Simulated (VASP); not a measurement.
# MgO (Pm-3m) in VASP: settings compared, part 2 of 2

VASP 6.6.1. The steps go on from the part before.

## 4. Single point, PBE

INCAR reads:

```
  PREC = Accurate
  ENCUT = 520
  EDIFF = 1E-6
  ISMEAR = 0
  SIGMA = 0.01
  LREAL = F
  LASPH = T
  NELM = 100
  ALGO = Normal
  ISIF = 2
  LWAVE = F
  LCHARG = F
  GGA = PE
  NBANDS = 11
```

KPOINTS reads:

```
regular mesh
0
Gamma
  10 10 10
```

POSCAR reads:

```
MgO
1.0
    2.6233491265      0.0000000000      0.0000000000
    0.0000000000      2.6233491265      0.0000000000
    0.0000000000      0.0000000000      2.6233491265
Mg O
1 1
Direct
    0.0000000000      0.0000000000      0.0000000000
    0.5000000000      0.5000000000      0.5000000000
```

Launch:

```
$ cat potpaw_PBE.64/Mg/POTCAR potpaw_PBE.64/O/POTCAR > POTCAR
$ mpirun -np 1 vasp_std > vasp.out
```

It took 8.2 s on 1 thread of AMD EPYC 7R13 (Zen 3), shared host; peak memory 0.1 GiB.

The run converged. Its results:

```yaml
Free_energy: -10.3891 eV
Pressure: 5.5 GPa
Band_gap_on_the_k_mesh: 2.62 eV (least direct gap 3.64 eV)
```

Levels at points of the mesh, in eV from the valence-band top:
| k point | band 2 | band 3 | band 4 | band 5 | band 6 | band 7 |
| --- | --- | --- | --- | --- | --- | --- |
| (0.00, 0.00, 0.00) | -1.02 | -1.02 | -1.02 | 2.62 | 10.47 | 10.47 |
| (0.50, 0.00, 0.00) | -6.57 | -0.57 | -0.57 | 7.11 | 9.55 | 14.61 |
| (0.50, 0.50, 0.00) | -4.76 | -4.76 | 0.00 | 4.99 | 12.30 | 12.30 |
| (0.50, 0.50, 0.50) | -3.67 | -3.67 | -3.67 | 7.53 | 7.53 | 7.53 |

Caveat: the cell stands under pressure; the structure was generated, so it needn't be the stable form of MgO.

## 5. Single point, HSE06

POSCAR is that of step 4.

INCAR.step1 reads:

```
SYSTEM = MgO
PREC = Accurate ; ENCUT = 520
EDIFF = 1E-5 ; ISMEAR = 0
SIGMA = 0.01 ; LREAL = .False.
LASPH = .True. ; NELM = 80
ALGO = Normal ; ISIF = 2
LWAVE = .True. ; LCHARG = .False.
GGA = PE ; NBANDS = 11
```

INCAR.step2 reads:

```
SYSTEM = MgO
PREC = Accurate ; ENCUT = 520
EDIFF = 1E-7 ; ISMEAR = 0
SIGMA = 0.01 ; LREAL = .False.
LASPH = .True. ; NELM = 80
ALGO = Normal ; ISIF = 2
LWAVE = .False. ; LCHARG = .False.
GGA = PE ; LHFCALC = .True.
HFSCREEN = 0.2079 ; PRECFOCK = Normal
ISTART = 1 ; NBANDS = 11
```

KPOINTS reads:

```
Automatic mesh
0
Gamma
  6 6 6
  0 0 0
```

Potentials or basis: VASP PAW PBE potentials, release 64 (Mg, O).

Launch:

```
$ cat potpaw_PBE.64/Mg/POTCAR potpaw_PBE.64/O/POTCAR > POTCAR
$ cp INCAR.step1 INCAR
$ mpirun -np 1 vasp_std > vasp.out
$ cp INCAR.step2 INCAR
$ mpirun -np 1 vasp_std > vasp.out
```

OUTCAR:

```text
SYSTEM = MgO
   PREC = Accurate
   ENCUT = 520
   EDIFF = 1E-7
   ISMEAR = 0
   LREAL = .False.
   LASPH = .True.
   NELM = 80
   ISIF = 2
   GGA = PE
   LHFCALC = .True.
   HFSCREEN = 0.2079
   PRECFOCK = Normal
   ISTART = 1

 ion  position               nearest neighbor table
   1  0.000  0.000  0.000-   2 2.27   2 2.27   2 2.27   2 2.27   2 2.27   2 2.27   2 2.27   2 2.27

   2  0.500  0.500  0.500-   1 2.27   1 2.27   1 2.27   1 2.27   1 2.27   1 2.27   1 2.27   1 2.27

  LATTYP: Found a simple cubic cell.
 ALAT       =     2.6233491265

  Lattice vectors:

 A1 = (   2.6233491265,   0.0000000000,   0.0000000000)
 A2 = (   0.0000000000,   2.6233491265,   0.0000000000)
 A3 = (   0.0000000000,   0.0000000000,   2.6233491265)

Analysis of symmetry for initial positions (statically):
=====================================================================
 Subroutine PRICEL returns:
 Original cell was already a primitive cell.

 Routine SETGRP: Setting up the symmetry group for a
 simple cubic supercell.

 Subroutine GETGRP returns: Found 48 space group operations
 (whereof 48 operations were pure point group operations)
 out of a pool of 48 trial point group operations.

The static configuration has the point symmetry O_h .

Analysis of symmetry for dynamics (positions and initial velocities):
=====================================================================
 Subroutine PRICEL returns:
 Original cell was already a primitive cell.

 Routine SETGRP: Setting up the symmetry group for a
 simple cubic supercell.

 Subroutine GETGRP returns: Found 48 space group operations
 (whereof 48 operations were pure point group operations)
 out of a pool of 48 trial point group operations.

The dynamic configuration has the point symmetry O_h .

 Subroutine INISYM returns: Found 48 space group operations
 (whereof 48 operations are pure point group operations),
 and found     1 'primitive' translations

[... 123 lines left out ...]
   HFSCREENC=   0.2079 screening length for correlation (either q_TF or 0.3 A-1)
   ENCUTFOCK=  -1.0 apply spherical cutoff to Coloumb kernel
   IVDW    =     0    specifies the selected vdW correction
   LEPSILON=     F    determine dielectric tensor
   LRPA    =     F    only Hartree local field effects (RPA)
 non-spin polarized calculation
 Gauss-broadening in eV      SIGMA  =   0.01
  energy-cutoff  :      520.00
  volume of cell :       18.05
 maximum number of plane-waves:       500
 NGX is ok and might be reduce to    20
  NGX = 16; NGY = 16; NGZ = 16

 number of electron       7.9999999 magnetization

 Free energy of the ion-electron system (eV)
  ---------------------------------------------------
  ext. energy  EPLUGINS =         0.00000000
  ---------------------------------------------------
  free energy    TOTEN  =       -12.60373841 eV

  energy without entropy =      -12.60373841  energy(sigma->0) =      -12.60373841

 E-fermi :   4.0922     XC(G=0):  -9.3228

 val. band max:        4.0164258827   @ k =   0.5000   0.5000   0.0000
 cond. band min:       8.1516026474   @ k =   0.0000   0.0000   0.0000
 fundamental gap:      4.1351767647
 Fermi energy:         4.0922367056

 k-point     1 :       0.0000    0.0000    0.0000
  band No.  band energies     occupation
      1     -16.2493      2.00000
      2       2.9136      2.00000
      3       2.9136      2.00000
      4       2.9136      2.00000
      5       8.1516      0.00000
      6      16.1921      0.00000
      7      16.1921      0.00000
      8      26.8153      0.00000
      9      26.8153      0.00000
     10      26.8153      0.00000
     11      33.7914      0.00000
[... 253 lines left out ...]
 k-point    20 :       0.5000    0.5000    0.5000
  band No.  band energies     occupation
      1     -13.1108      2.00000
      2       0.0493      2.00000
      3       0.0493      2.00000
      4       0.0493      2.00000
      5      13.1999      0.00000
      6      13.1999      0.00000
      7      13.1999      0.00000
      8      22.5630      0.00000
      9      25.4085      0.00000
     10      25.4085      0.00000
     11      25.4086      0.00000

------------------------ aborting loop because EDIFF is reached ----------------------------------------

  FORCE on cell =-STRESS in cart. coord.  units (eV):
  Direction    XX          YY          ZZ          XY          YZ          ZX
  --------------------------------------------------------------------------------------
  -------------------------------------------------------------------------------------
  Total       -0.1327676     -0.1327676     -0.1327676      0.0000000     -0.0000000      0.0000000
  in kB      -11.7824154    -11.7824154    -11.7824154      0.0000000     -0.0000000      0.0000000
  external PRESSURE =     -11.7824154 kB  Pullay stress =       0.0000000 kB

 VOLUME and BASIS-vectors are now :
 -----------------------------------------------------------------------------
  energy-cutoff  :      520.00
  volume of cell :       18.05
      direct lattice vectors                 reciprocal lattice vectors
     2.623349126  0.000000000  0.000000000     0.381192114  0.000000000  0.000000000
     0.000000000  2.623349126  0.000000000     0.000000000  0.381192114  0.000000000
     0.000000000  0.000000000  2.623349126     0.000000000  0.000000000  0.381192114

 POSITION                                       TOTAL-FORCE (eV/Angst)
 -----------------------------------------------------------------------------------
      0.00000      0.00000      0.00000         0.000000      0.000000      0.000000
      1.31167      1.31167      1.31167         0.000000      0.000000      0.000000
 -----------------------------------------------------------------------------------
    total drift:                               -0.000191     -0.000189     -0.000187

  FREE ENERGIE OF THE ION-ELECTRON SYSTEM (eV)
  ---------------------------------------------------
  free  energy   TOTEN  =       -12.6037384060 eV

  energy  without entropy=      -12.6037384060  energy(sigma->0) =      -12.60373841
```

Run time: 8.4 min. Hardware: 1 thread of AMD EPYC 7R13 (Zen 3), shared host; peak memory 0.21 GiB.

Results:

* Free energy: -12.6037 eV
* Pressure: -1.2 GPa
* Band gap on the k mesh: 4.14 eV (least direct gap 5.24 eV)

Levels at points of the mesh, in eV from the valence-band top:
```tsv
k point	band 2	band 3	band 4	band 5	band 6	band 7
(0.00, 0.00, 0.00)	-1.10	-1.10	-1.10	4.14	12.18	12.18
(0.50, 0.00, 0.00)	-7.02	-0.61	-0.61	8.82	11.61	16.49
(0.50, 0.50, 0.00)	-5.12	-5.12	0.00	6.56	14.43	14.43
(0.50, 0.50, 0.50)	-3.97	-3.97	-3.97	9.18	9.18	9.18
```

Caveat: the structure was generated, so it needn't be the stable form of MgO; the PAW data sets were made with another functional, which shifts forces and pressure a little. A k mesh can miss the band edges.

## 6. Single point, PBE0

POSCAR is that of step 5.

INCAR.step1 reads:

```
PREC     = Accurate       # precision mode
ENCUT    = 520            # plane-wave cutoff, eV
EDIFF    = 1E-5           # SCF threshold, eV
ISMEAR   = 0              # smearing method
SIGMA    = 0.01           # smearing width, eV
LREAL    = F              # projectors in reciprocal space
LASPH    = T              # aspherical terms in the spheres
NELM     = 80             # most SCF steps
ALGO     = Normal         # electronic algorithm
ISIF     = 2              # what is computed and relaxed
LWAVE    = T              # write WAVECAR
NBANDS   = 11             # bands
GGA      = PE             # functional
```

INCAR.step2 reads:

```
PREC     = Accurate       # precision mode
ENCUT    = 520            # plane-wave cutoff, eV
EDIFF    = 1E-6           # SCF threshold, eV
ISMEAR   = 0              # smearing method
SIGMA    = 0.01           # smearing width, eV
LREAL    = F              # projectors in reciprocal space
LASPH    = T              # aspherical terms in the spheres
NELM     = 80             # most SCF steps
ALGO     = Normal         # electronic algorithm
ISIF     = 2              # what is computed and relaxed
LWAVE    = F              # write WAVECAR
LCHARG   = T              # write CHGCAR
GGA      = PE             # functional
LHFCALC  = T              # exact exchange
AEXX     = 0.25           # exact-exchange fraction
PRECFOCK = Normal       
LELF     = T              # ELF
LVHAR    = T            
NBANDS   = 11             # bands
ISTART   = 1
```

KPOINTS reads:

```
regular mesh
0
Gamma
  6 6 6
```

Potentials or basis: VASP PAW PBE potentials, release 64 (Mg, O).

Launch:

```
$ cat potpaw_PBE.64/Mg/POTCAR potpaw_PBE.64/O/POTCAR > POTCAR
$ cp INCAR.step1 INCAR
$ mpirun -np 1 vasp_std > vasp.out
$ cp INCAR.step2 INCAR
$ mpirun -np 1 vasp_std > vasp.out
```

Run time: 5.9 min. Hardware: 1 thread of AMD EPYC 7R13 (Zen 3), shared host; peak memory 0.11 GiB.

It converged, with:

```yaml
Free_energy: -13.1860 eV
Pressure: -1.1 GPa
Band_gap_on_the_k_mesh: 4.90 eV (least direct gap 6.00 eV)
```

Levels at points of the mesh, in eV from the valence-band top:
| k point | band 1 | band 2 | band 3 | band 4 | band 5 | band 6 | band 7 | band 8 |
| --- | --- | --- | --- | --- | --- | --- | --- | --- |
| (0.00, 0.00, 0.00) | -20.28 | -1.10 | -1.10 | -1.10 | 4.90 | 12.96 | 12.96 | 23.61 |
| (0.50, 0.00, 0.00) | -18.98 | -7.04 | -0.61 | -0.61 | 9.59 | 12.41 | 17.27 | 20.16 |
| (0.50, 0.50, 0.00) | -18.04 | -5.13 | -5.13 | 0.00 | 7.34 | 15.22 | 15.22 | 16.13 |
| (0.50, 0.50, 0.50) | -17.14 | -3.97 | -3.97 | -3.97 | 9.96 | 9.96 | 9.96 | 19.36 |

Caveat: the structure was generated, so it needn't be the stable form of MgO; the PAW data sets were made with another functional, which shifts forces and pressure a little.

## 7. Summary

```csv
level,k mesh,grid for exact exchange (PRECFOCK),share of exact exchange,screening parameter,gap on the mesh (eV),pressure (GPa)
PBE,6 × 6 × 6,-,-,-,2.62,5.5
r2SCAN,6 × 6 × 6,-,-,-,3.45,-1.2
PBE,10 × 10 × 10,-,-,-,2.62,5.5
HSE06,6 × 6 × 6,Normal,0.25,0.2079 1/Å,4.14,-1.2
PBE0,6 × 6 × 6,Normal,0.25,-,4.90,-1.1
```

Alike in all rows: task single point; potentials or basis VASP PAW PBE potentials, release 64 (Mg, O); no spin polarisation; cell as given; cutoff (eV) 520; smearing gaussian 0.01 eV.

On the cell as given the gap runs from 2.62 eV (PBE) to 4.90 eV (PBE0); the meshes differ, which moves gaps too. The pressure there spans -1.2 GPa (r2SCAN) to 5.5 GPa (PBE); a positive pressure means that this level wants a larger cell, a negative one a smaller.

Caveats: the structure was generated, so it needn't be the stable form of MgO; the PAW data sets were made with another functional, which shifts forces and pressure a little (at least some runs); the cell stands under pressure (at least some runs).

Absolute energies hang on the potentials; compare differences alone.
